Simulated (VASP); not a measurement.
Crystal: B4C3.

```
B C
1.0
     6.84763    0.00000    0.00000
    -3.42381    5.93022    0.00000
     0.00000    0.00000    2.62265
B C
8 6
Direct
  0.66667 0.33333 0.75000
  0.33333 0.66667 0.25000
  0.66963 0.97272 0.75000
  0.69691 0.66963 0.25000
  0.97272 0.30309 0.25000
  0.02728 0.69691 0.75000
  0.33037 0.02728 0.25000
  0.30309 0.33037 0.75000
  0.82915 0.23548 0.75000
  0.59366 0.82915 0.25000
  0.23548 0.40634 0.25000
  0.76452 0.59366 0.75000
  0.40634 0.17085 0.75000
  0.17085 0.76452 0.25000
```

The cell was built from a structure type or drawn by symmetry, and may not be a known phase.

| Quantity | Value |
| --- | --- |
| Program | VASP 6.6.1 |
| Task | relaxation of cell and atoms |
| Functional | PBE |
| Potentials or basis | VASP PAW PBE potentials, release 64 (B, C) |
| Cutoff | 600 eV |
| k mesh | 3 × 3 × 6 |
| Occupations | gaussian, width 0.1 eV |
| Spin | no spin polarisation |

At the start: pressure 14.4 GPa; volume 7.61 Å³/atom.

Task: Where does the relaxation end?

Result: Over 15 steps the energy falls by 52.9 meV/atom and the volume is 7.87 Å³/atom (+3.5 %); space group P6_3/m (No. 176, to 0.1 Å) before and after.

The path:
```tsv
step	energy change (eV)	largest force (eV/Å)	pressure (GPa)	volume (Å³)
1	0.0000	1.4475	14.43	106.50
2	-0.3373	0.9472	-10.87	117.34
3	-0.6207	0.4059	-1.78	112.85
4	-0.6208	0.3914	-1.50	112.73
5	-0.6642	0.3462	-0.96	112.06
6	-0.6656	0.2957	-1.06	112.16
7	-0.6849	0.1575	0.64	111.19
8	-0.6853	0.1760	0.93	111.03
9	-0.6985	0.1324	0.24	111.24
10	-0.7065	0.1868	-0.84	111.58
11	-0.7172	0.1725	-0.71	111.36
12	-0.7348	0.1467	-0.31	110.69
13	-0.7356	0.1453	-0.21	110.50
14	-0.7398	0.0523	0.17	110.17
15	-0.7402	0.0300	0.09	110.24
```

Final structure:
```
B C
1.0
     6.82443   -0.00001    0.00000
    -3.41221    5.91014    0.00000
     0.00000    0.00000    2.73334
B C
8 6
Direct
  0.66667 0.33333 0.75000
  0.33333 0.66667 0.25000
  0.67551 0.98280 0.75000
  0.69271 0.67551 0.25000
  0.98280 0.30729 0.25000
  0.01720 0.69271 0.75000
  0.32449 0.01720 0.25000
  0.30729 0.32449 0.75000
  0.84922 0.24995 0.75000
  0.59926 0.84922 0.25000
  0.24995 0.40074 0.25000
  0.75005 0.59926 0.75000
  0.40074 0.15078 0.75000
  0.15078 0.75005 0.25000
```
